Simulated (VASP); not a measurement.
Here is a VASP 6.6.1 calculation.

The input INCAR:

```
SYSTEM = ZrB2
PREC = Accurate ; ENCUT = 520
EDIFF = 1E-6 ; ISMEAR = -1
SIGMA = 0.05 ; LREAL = .False.
LASPH = .True. ; NELM = 100
ALGO = Normal ; ISIF = 2
LWAVE = .False. ; LCHARG = .False.
GGA = CA ; NBANDS = 16
```

File KPOINTS:

```
Automatic mesh
0
Gamma
  10 10 8
  0 0 0
```

Contents of POSCAR:

```
ZrB2
1.0
    3.1271569103      0.0000000000      0.0000000000
   -1.5635784551      2.7081973259      0.0000000000
    0.0000000000      0.0000000000      3.4852509034
Zr B
1 2
Direct
    0.0000000000      0.0000000000      0.0000000000
    0.6666666667      0.3333333333      0.5000000000
    0.3333333333      0.6666666667      0.5000000000
```

Potentials or basis: VASP PAW LDA potentials, release 64 (Zr_sv, B).

The run is started by

```bash
$ cat potpaw_LDA.64/Zr_sv/POTCAR potpaw_LDA.64/B/POTCAR > POTCAR
$ mpirun -np 1 vasp_std > vasp.out
```

Predict the pressure.

1.8 GPa.

Predict the band gap on the k mesh.

zero (band 9 reaches 11.52 eV, above the bottom of band 10 at 10.67 eV).

Stress tensor (GPa, compression positive):
```
1.72 0.00 0.00
0.00 1.72 0.00
0.00 0.00 1.89
```
